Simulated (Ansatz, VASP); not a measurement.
# SiC2: VASP beside Ansatz

The input INCAR:

```
SYSTEM = SiC2
PREC = Accurate
ENCUT = 600
EDIFF = 1E-7
ISMEAR = 0
SIGMA = 0.1
LREAL = .FALSE.
LASPH = .TRUE.
NELM = 80
ALGO = Normal
ISIF = 3
LWAVE = .FALSE.
LCHARG = .FALSE.
GGA = PE
IBRION = 2
NSW = 100
EDIFFG = -0.01
```

KPOINTS

```
regular mesh
0
G
  18 18 6
  0 0 0
```

POSCAR

```
SiC2
1.0
    2.8443649287      0.0000000000      0.0000000000
   -1.4221824644      2.4632922859      0.0000000000
    0.0000000000      0.0000000000      7.6301800970
Si C
2 4
Direct
    0.3333333333      0.6666666667      0.3493168699
    0.6666666667      0.3333333333      0.6506831301
    0.3333333333      0.6666666667      0.7661553050
    0.3333333333      0.6666666667      0.9619863810
    0.6666666667      0.3333333333      0.0380136190
    0.6666666667      0.3333333333      0.2338446950
```

Input for Ansatz:

```yaml
crystal:
  lattice:
    - [2.8443649287, 0.0, 0.0]
    - [-1.4221824644, 2.4632922859, 0.0]
    - [0.0, 0.0, 7.630180097]
  atoms:
    - { symbol: Si, position: [0.3333333333, 0.6666666667, 0.3493168699] }
    - { symbol: Si, position: [0.6666666667, 0.3333333333, 0.6506831301] }
    - { symbol: C, position: [0.3333333333, 0.6666666667, 0.766155305] }
    - { symbol: C, position: [0.3333333333, 0.6666666667, 0.961986381] }
    - { symbol: C, position: [0.6666666667, 0.3333333333, 0.038013619] }
    - { symbol: C, position: [0.6666666667, 0.3333333333, 0.233844695] }
basis:
  ecutwfc: 420
kpoints:
  mp_grid: { grid: [18, 18, 6] }
hamiltonian:
  xc: pbe
scf:
  occupations: { method: gaussian, width: 0.1 }
output:
  forces: true
  stress: true
  eigenvalues: true
relax:
  adjacent_minimum: "off"
  f_tol: 0.01
  max_steps: 80
  cell: { stress_tol: 0.05 }
```

Alike in both runs: task relaxation of cell and atoms; functional PBE; k mesh 18 × 18 × 6; occupations gaussian, width 0.1 eV; no spin polarisation.

|  | VASP | Ansatz |
| --- | --- | --- |
| version | VASP 6.6.1 | Ansatz 0.2.0 |
| potentials or method | VASP PAW PBE potentials, release 64 (Si, C), cutoff 600 eV | scalar-relativistic, plane waves, PAW |
| valence electrons in the cell | 24 | 24 |

|  | VASP | Ansatz | Ansatz less VASP |
| --- | --- | --- | --- |
| gap on the k mesh at the Fermi level, each at its own relaxed structure (eV) | none | none | - |
| relaxed volume (Å³/atom) | 8.87 | 8.88 | +0.005 |
| relaxed cell length with the largest relative difference (Å) | 7.628 | 7.632 | +0.0033 |

A gap of «none» marks a metal or a gap that the smearing closes.
